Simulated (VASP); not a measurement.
# Ir (Fm-3m) in VASP: single point with PBEsol

Aim: the single point of Ir with PBEsol.

Program: VASP 6.6.1. These are calculated values, not measurements. Logs are shortened: lines on timing, memory, paths and dates and some standing lists are left out, and cuts for length are marked.

### Step 1. The cell of the first run

Symmetry: Fm-3m, No. 225, cubic system. Conventional cell: a = 3.832 Å, b = 3.832 Å, c = 3.832 Å, α = 90.00°, β = 90.00°, γ = 90.00°. Within 3.6 Å of Ir (site symmetry m-3m) lie 12 Ir at 2.71 Å.

### Step 2. Single point, PBEsol

INCAR reads:

```
SYSTEM = Ir
ALGO = Normal ; EDIFF = 1E-6
ENCUT = 560 ; GGA = PS
GGA_COMPAT = .FALSE. ; ISIF = 2
ISMEAR = -1 ; LASPH = .TRUE.
LCHARG = .FALSE. ; LREAL = .FALSE.
LWAVE = .FALSE. ; NBANDS = 14
NELM = 120 ; PREC = Accurate
SIGMA = 0.05
```

KPOINTS reads:

```
k-points
0
G
  11 11 11
  0 0 0
```

POSCAR reads:

```
Ir
1.0
    0.0000000000      1.9160444548      1.9160444548
    1.9160444548      0.0000000000      1.9160444548
    1.9160444548      1.9160444548      0.0000000000
Ir
1
Direct
    0.0000000000      0.0000000000      0.0000000000
```

Potentials or basis: VASP PAW PBE potentials, release 64 (Ir_sv_GW).

Run with:

```bash
cat potpaw_PBE.64/Ir_sv_GW/POTCAR > POTCAR
mpirun -np 1 vasp_std > vasp.out
```

OUTCAR:

```text
SYSTEM = Ir
   EDIFF = 1E-6
   ENCUT = 560
   GGA = PS
   ISIF = 2
   ISMEAR = -1
   LASPH = .TRUE.
   LREAL = .FALSE.
   NELM = 120
   PREC = Accurate

 ion  position               nearest neighbor table
   1  0.000  0.000  0.000-

  LATTYP: Found a face centered cubic cell.
 ALAT       =     3.8320889096

  Lattice vectors:

 A1 = (   0.0000000000,   1.9160444548,   1.9160444548)
 A2 = (   1.9160444548,   0.0000000000,   1.9160444548)
 A3 = (   1.9160444548,   1.9160444548,   0.0000000000)

Analysis of symmetry for initial positions (statically):
=====================================================================
 Subroutine PRICEL returns:
 Original cell was already a primitive cell.

 Routine SETGRP: Setting up the symmetry group for a
 face centered cubic supercell.

 Subroutine GETGRP returns: Found 48 space group operations
 (whereof 48 operations were pure point group operations)
 out of a pool of 48 trial point group operations.

The static configuration has the point symmetry O_h .

Analysis of symmetry for dynamics (positions and initial velocities):
=====================================================================
 Subroutine PRICEL returns:
 Original cell was already a primitive cell.

 Routine SETGRP: Setting up the symmetry group for a
 face centered cubic supercell.

 Subroutine GETGRP returns: Found 48 space group operations
 (whereof 48 operations were pure point group operations)
 out of a pool of 48 trial point group operations.

The dynamic configuration has the point symmetry O_h .

 Subroutine INISYM returns: Found 48 space group operations
 (whereof 48 operations are pure point group operations),
 and found     1 'primitive' translations

----------------------------------------------------------------------------------------

                                     Primitive cell

  volume of cell :      14.0685

  direct lattice vectors                    reciprocal lattice vectors
     0.000000000  1.916044455  1.916044455    -0.260954279  0.260954279  0.260954279
     1.916044455  0.000000000  1.916044455     0.260954279 -0.260954279  0.260954279
     1.916044455  1.916044455  0.000000000     0.260954279  0.260954279 -0.260954279

  length of vectors
     2.709696054  2.709696054  2.709696054     0.451986070  0.451986070  0.451986070

  position of ions in fractional coordinates (direct lattice)
     0.000000000  0.000000000  0.000000000

  ion indices of the primitive-cell ions
   primitive index   ion index
                 1           1

----------------------------------------------------------------------------------------

 KPOINTS: k-points

Automatic generation of k-mesh.
 Grid dimensions read from file:
 generate k-points for:   11   11   11

 Generating k-lattice:

  Cartesian coordinates                     Fractional coordinates (reciprocal lattice)
    -0.023723116  0.023723116  0.023723116     0.090909091  0.000000000  0.000000000
     0.023723116 -0.023723116  0.023723116     0.000000000  0.090909091  0.000000000
     0.023723116  0.023723116 -0.023723116     0.000000000  0.000000000  0.090909091

  Length of vectors
     0.041089643  0.041089643  0.041089643

  Shift w.r.t. Gamma in fractional coordinates (k-lattice)
     0.000000000  0.000000000  0.000000000

 Subroutine IBZKPT returns following result:
 ===========================================

 Found     56 irreducible k-points:

 Following reciprocal coordinates:
            Coordinates               Weight
  0.000000  0.000000  0.000000      1.000000
  0.090909  0.000000  0.000000      8.000000
  0.181818  0.000000  0.000000      8.000000
  0.272727  0.000000  0.000000      8.000000
  0.363636  0.000000  0.000000      8.000000
  0.454545  0.000000  0.000000      8.000000
[... 16 lines left out ...]
 -0.272727  0.181818  0.000000     24.000000
 -0.181818  0.181818  0.000000     12.000000
 [... further k-points ...]
   k-points           NKPTS =     56   k-points in BZ     NKDIM =     56   number of bands    NBANDS=     14
   number of dos      NEDOS =    301   number of ions     NIONS =      1
   total plane-waves  NPLWV =  13824
   dimension x,y,z NGX =    24 NGY =   24 NGZ =   24
   dimension x,y,z NGXF=    48 NGYF=   48 NGZF=   48
   ions per type =               1
   NGX,Y,Z   is equivalent  to a cutoff of  14.72, 14.72, 14.72 a.u.
   NGXF,Y,Z  is equivalent  to a cutoff of  29.45, 29.45, 29.45 a.u.
 SYSTEM =  Ir
   PREC   = accura    normal or accurate (medium, high low for compatibility)
   ISTART =      0    job   : 0-new  1-cont  2-samecut
   ICHARG =      2    charge: 1-file 2-atom 10-const
   ISPIN  =      1    spin polarized calculation?
   LNONCOLLINEAR =      F non collinear calculations
   LSORBIT =      F    spin-orbit coupling
   LASPH  =      T    aspherical Exc in radial PAW
   ENCUT  =  560.0 eV  41.16 Ry    6.42 a.u.   5.23  5.23  5.23*2*pi/ulx,y,z
   NELM   =    120;   NELMIN=  2; NELMDL= -5     # of ELM steps
   EDIFF  = 0.1E-05   stopping-criterion for ELM
   LREAL  =      F    real-space projection
   EDIFFG = 0.1E-04   stopping-criterion for IOM
   NSW    =      0    number of steps for IOM
   IBRION =     -1    ionic relax: 0-MD 1-quasi-New 2-CG
   NFREE  =      0    steps in history (QN), initial steepest desc. (CG)
   ISIF   =      2    stress and relaxation
   ISYM   =      2    0-nonsym 1-usesym 2-fastsym
   POTIM  = 0.5000    time-step for ionic-motion
   TEBEG  =    0.0;   TEEND  =   0.0 temperature during run
   PSTRESS=    0.0 pullay stress
   NELECT =      17.0000    total number of electrons
   NUPDOWN=      -1.0000    fix difference up-down
   EMIN   =  10.00;   EMAX   =-10.00  energy-range for DOS
   EFERMI =   0.00;   METHOD = LEGACY
   ISMEAR =    -1;   SIGMA  =   0.05  broadening in eV -4-tet -1-fermi 0-gaus
   EFERMI_NEDOS =   21; number of points for ismear=-14 and -15
   IALGO  =     38    algorithm
   IMIX   =      4    mixing-type and parameters
     AMIX     =   0.40;   BMIX     =  1.00
     AMIX_MAG =   1.60;   BMIX_MAG =  1.00
  volume/ion in A,a.u.               =      14.07        94.94
  Fermi-wavevector in a.u.,A,eV,Ry     =   1.743715  3.295144 41.369096  3.040543
  Thomas-Fermi vector in A             =   2.815734
   LORBIT       =      0    0 simple, 1 ext, 2 COOP (PROOUT), +10 PAW based schemes
   GGA     = PS    functional components
   LHFCALC =     F    Hartree Fock is set to
   AEXX    =    0.0000 exact exchange contribution
   IVDW    =     0    specifies the selected vdW correction
   LEPSILON=     F    determine dielectric tensor
   LRPA    =     F    only Hartree local field effects (RPA)
 non-spin polarized calculation
  energy-cutoff  :      560.00
  volume of cell :       14.07
 maximum number of plane-waves:       440
 NGX is ok and might be reduce to    24
   NGX = 11   NGY = 11   NGZ = 11

 number of electron      17.0000000 magnetization

 Free energy of the ion-electron system (eV)
  ---------------------------------------------------
  ext. energy  EPLUGINS =         0.00000000
  ---------------------------------------------------
  free energy    TOTEN  =       -10.37673816 eV

  energy without entropy =      -10.36335864  energy(sigma->0) =      -10.37004840

 E-fermi :  12.7732     XC(G=0): -14.7424

 val. band max:       12.7653497393   @ k =   0.2727   0.2727   0.0000
 cond. band min:      12.7821756274   @ k =   0.3636   0.2727   0.0000
 fundamental gap:      0.0168258881
 Fermi energy:        12.7731792452

 k-point     1 :       0.0000    0.0000    0.0000
  band No.  band energies     occupation
      1     -80.2018      2.00000
      2     -36.5783      2.00000
      3     -36.5783      2.00000
      4     -36.5783      2.00000
      5       1.6109      2.00000
      6       8.9117      2.00000
      7       8.9117      2.00000
      8       8.9117      2.00000
      9      11.6502      2.00000
     10      11.6502      2.00000
     11      26.4122      0.00000
     12      31.9521      0.00000
     13      31.9521      0.00000
     14      31.9521      0.00000

 k-point     2 :       0.0909    0.0000    0.0000
  band No.  band energies     occupation
      1     -80.1970      2.00000
      2     -36.6454      2.00000
      3     -36.5876      2.00000
      4     -36.5876      2.00000
      5       1.9785      2.00000
      6       8.7206      2.00000
      7       9.0647      2.00000
      8       9.0647      2.00000
      9      11.5537      2.00000
     10      11.5537      2.00000
     11      27.0438      0.00000
     12      30.4887      0.00000
     13      32.5727      0.00000
     14      32.5727      0.00000

 k-point     3 :       0.1818    0.0000    0.0000
  band No.  band energies     occupation
      1     -80.1828      2.00000
      2     -36.8203      2.00000
      3     -36.6120      2.00000
      4     -36.6120      2.00000
      5       2.9634      2.00000
      6       8.3746      2.00000
      7       9.3436      2.00000
      8       9.3436      2.00000
      9      11.5022      2.00000
     10      11.5022      2.00000
     11      27.9184      0.00000
     12      28.7223      0.00000
     13      34.3060      0.00000
     14      34.3060      0.00000
[... 324 lines left out ...]
 k-point    23 :      -0.2727    0.1818    0.0000
  band No.  band energies     occupation
      1     -80.1419      2.00000
      2     -37.1580      2.00000
      3     -36.8414      2.00000
      4     -36.6727      2.00000
      5       5.7490      2.00000
      6       8.0589      2.00000
      7       8.5674      2.00000
      8       9.9951      2.00000
      9      11.4608      2.00000
     10      14.9477      0.00000
     11      24.5306      0.00000
     12      28.7235      0.00000
     13      30.0838      0.00000
     14      34.8658      0.00000

 k-point    24 :      -0.1818    0.1818    0.0000
  band No.  band energies     occupation
      1     -80.1575      2.00000
      2     -37.0250      2.00000
      3     -36.7693      2.00000
      4     -36.6358      2.00000
      5       4.8328      2.00000
      6       7.7328      2.00000
      7       9.0837      2.00000
      8      10.3492      2.00000
      9      10.4154      2.00000
     10      13.5218      0.00000
     11      26.7845      0.00000
     12      29.9974      0.00000
     13      31.8734      0.00000
     14      32.5948      0.00000

 [... further k-points ...]

------------------------ aborting loop because EDIFF is reached ----------------------------------------

  FORCE on cell =-STRESS in cart. coord.  units (eV):
  Direction    XX          YY          ZZ          XY          YZ          ZX
  --------------------------------------------------------------------------------------
  -------------------------------------------------------------------------------------
  Total       -0.1634243     -0.1634243     -0.1634243      0.0000000      0.0000000     -0.0000000
  in kB      -18.6114635    -18.6114635    -18.6114635      0.0000000      0.0000000     -0.0000000
  external PRESSURE =     -18.6114635 kB  Pullay stress =       0.0000000 kB

 VOLUME and BASIS-vectors are now :
 -----------------------------------------------------------------------------
  energy-cutoff  :      560.00
  volume of cell :       14.07
      direct lattice vectors                 reciprocal lattice vectors
     0.000000000  1.916044455  1.916044455    -0.260954279  0.260954279  0.260954279
     1.916044455  0.000000000  1.916044455     0.260954279 -0.260954279  0.260954279
     1.916044455  1.916044455  0.000000000     0.260954279  0.260954279 -0.260954279

 POSITION                                       TOTAL-FORCE (eV/Angst)
 -----------------------------------------------------------------------------------
      0.00000      0.00000      0.00000         0.000000      0.000000      0.000000
 -----------------------------------------------------------------------------------
    total drift:                               -0.000000      0.000000      0.000000

  FREE ENERGIE OF THE ION-ELECTRON SYSTEM (eV)
  ---------------------------------------------------
  free  energy   TOTEN  =       -10.3767381617 eV

  energy  without entropy=      -10.3633586368  energy(sigma->0) =      -10.37004840
```

It took 12 s on 1 thread of AMD EPYC 7R13 (Zen 3), shared host; peak memory 0.12 GiB.

Results:

- Free energy: -10.3767 eV
- Pressure: -1.9 GPa
- Band gap on the k mesh: zero (an odd number of electrons rules out a gap without spin polarisation)

Levels at points of the mesh, in eV from the Fermi level:
```tsv
k point	band 6	band 7	band 8	band 9	band 10	band 11
(0.00, 0.00, 0.00)	-3.86	-3.86	-3.86	-1.12	-1.12	13.64
```

Caveat: the PAW data sets were made with another functional, which shifts forces and pressure a little; spin-orbit coupling is left out, which moves the levels of the heavy elements.
